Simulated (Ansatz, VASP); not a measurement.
**One calculation of BeS, two programs**

Contents of INCAR:

```
ALGO = Normal ; EDIFF = 1E-6
ENCUT = 600 ; GGA = PE
GGA_COMPAT = F ; ISIF = 2
ISMEAR = 0 ; LASPH = T
LCHARG = F ; LREAL = F
LWAVE = F ; NBANDS = 11
NELM = 120 ; PREC = Accurate
SIGMA = 0.02
```

Contents of KPOINTS:

```
k-points
0
Gamma
  8 8 8
```

Contents of POSCAR:

```
BeS
1.0
    0.0000000000      2.4200000000      2.4200000000
    2.4200000000      0.0000000000      2.4200000000
    2.4200000000      2.4200000000      0.0000000000
Be S
1 1
Direct
    0.0000000000      0.0000000000      0.0000000000
    0.2500000000      0.2500000000      0.2500000000
```

Input for Ansatz:

```yaml
crystal:
  lattice:
    - [0.0, 2.42, 2.42]
    - [2.42, 0.0, 2.42]
    - [2.42, 2.42, 0.0]
  atoms:
    - { symbol: Be, position: [0.0, 0.0, 0.0] }
    - { symbol: S, position: [0.25, 0.25, 0.25] }
basis:
  ecutwfc: 420
kpoints:
  mp_grid: { grid: [8, 8, 8] }
  band_path:
    path:
      - [[0.0, 0.0, 0.0], [-0.5, -0.5, 0.0], [-0.375, -0.375, 0.25]]
      - [[-0.375, 0.0, 0.375], [0.0, 0.0, 0.0], [0.0, 0.0, 0.5], [-0.5, -0.25, 0.25], [-0.5, -0.5, 0.0]]
    npoints: 10
hamiltonian:
  xc: pbe
  pseudopotentials: { kind: paw, azcp: { folder: soft_1 } }
scf:
  occupations: { method: gaussian, width: 0.02 }
  n_extra_bands: 7
output:
  forces: true
  stress: true
  eigenvalues: true
```

Alike in both runs: task single point; functional PBE; k mesh 8 × 8 × 8; occupations gaussian, width 0.02 eV; no spin polarisation.

```csv
,VASP,Ansatz
version,VASP 6.6.1,Ansatz 0.2.0
potentials or method,"VASP PAW PBE potentials, release 64 (Be, S), cutoff 600 eV","scalar-relativistic, plane waves, PAW"
valence electrons in the cell,8,8
```

|  | VASP | Ansatz | Ansatz less VASP |
| --- | --- | --- | --- |
| gap on the k mesh at the Fermi level (eV) | 3.10 | 3.10 | 0.000 |
| least direct gap on the mesh (eV) | 5.67 | 5.65 | -0.016 |
| pressure (GPa) | 2.2 | 2.1 | -0.06 |
